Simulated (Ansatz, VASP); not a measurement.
# One calculation of H6C2O, two programs

```
C O H
1.0
    14.39890    0.00000    0.00000
     0.00000   14.50000    0.00000
     0.00000    0.00000   15.00000
C O H
2 1 6
Direct
  0.44277 0.52158 0.51613
  0.53208 0.47662 0.48378
  0.61380 0.52444 0.51243
  0.38182 0.48449 0.49037
  0.43883 0.59360 0.49387
  0.43861 0.52060 0.58937
  0.53461 0.40362 0.50485
  0.53535 0.47752 0.41062
  0.61360 0.52525 0.57712
```

Alike in both runs: functional PBE; dispersion D3(BJ); k mesh 1 × 1 × 1; occupations gaussian, width 0.005 eV; no spin polarisation.

Ansatz relaxed the structure, and its values are those at the end. VASP's run is a single point on that final structure, the one shown.

|  | VASP | Ansatz |
| --- | --- | --- |
| version | VASP 6.6.1 | Ansatz 0.2.0 |
| potentials or method | VASP PAW PBE potentials, release 64 (C, O, H), cutoff 520 eV | scalar-relativistic, plane waves, PAW |
| valence electrons in the cell | 20 | 20 |

VASP gave:

```
gap on the k mesh at the Fermi level (eV) : 5.54
rms of the force components (eV/Å)        : 0.040
```

Question: What did Ansatz give for the same quantities?

Answer: gap on the k mesh at the Fermi level (eV): 5.55; rms of the force components (eV/Å): 0.002.
